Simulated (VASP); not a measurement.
**TaW2: single point with PBEsol**

The system is TaW2.

```xyz
3
Lattice="0.0000 2.2891 6.8102 1.6075 0.0000 6.8102 1.6075 2.2891 0.0000" Properties=species:S:1:pos:R:3 pbc="T T T"
Ta    0.0000    0.0000    0.0000
W     1.6075    2.2891    9.1134
W     1.6075    2.2891    4.5070
```

```json
{
  "Program": "VASP 6.6.1",
  "Task": "single point",
  "Functional": "PBEsol",
  "Potentials or basis": "VASP PAW PBE potentials, release 64 (Ta_pv, W_sv)",
  "Cutoff": "520 eV",
  "k mesh": "18 × 18 × 18",
  "Occupations": "gaussian, width 0.1 eV",
  "Spin": "no spin polarisation",
  "Dipole correction": "no",
  "Further INCAR settings": "ALGO = Fast; EDIFF = 1e-06; NBANDS = 26"
}
```

* Pressure: -7.6 GPa
* Largest force: 0.031 eV/Å
* Band gap on the k mesh: zero (an odd number of electrons rules out a gap without spin polarisation)

Forces on the atoms (eV/Å):
```
Ta   0.000  0.000  0.000
W    0.000  0.000  0.031
W    0.000  0.000 -0.031
```

Levels at points of the mesh, in eV from the Fermi level:
| k point | band 18 | band 19 | band 20 | band 21 | band 22 | band 23 |
| --- | --- | --- | --- | --- | --- | --- |
| (0.00, 0.00, 0.00) | -0.51 | -0.45 | -0.22 | -0.01 | 2.32 | 2.58 |
| (0.50, 0.00, 0.00) | -0.75 | -0.63 | 1.31 | 2.24 | 2.55 | 3.13 |
| (0.50, 0.50, 0.00) | -0.40 | -0.32 | 0.30 | 1.35 | 1.49 | 1.86 |
| (0.50, 0.00, 0.50) | 1.18 | 2.01 | 2.05 | 2.45 | 2.52 | 3.24 |
| (0.00, 0.50, 0.50) | -1.32 | -0.79 | 0.94 | 1.44 | 5.33 | 5.93 |

Run time: 60 min on 1 thread of Intel Xeon 8259CL, with other jobs on the host, peak memory 1 GiB.

Caveat: the cell stands under tension; the PAW data sets were made with another functional, which shifts forces and pressure a little; spin-orbit coupling is left out, which moves the levels of the heavy elements.
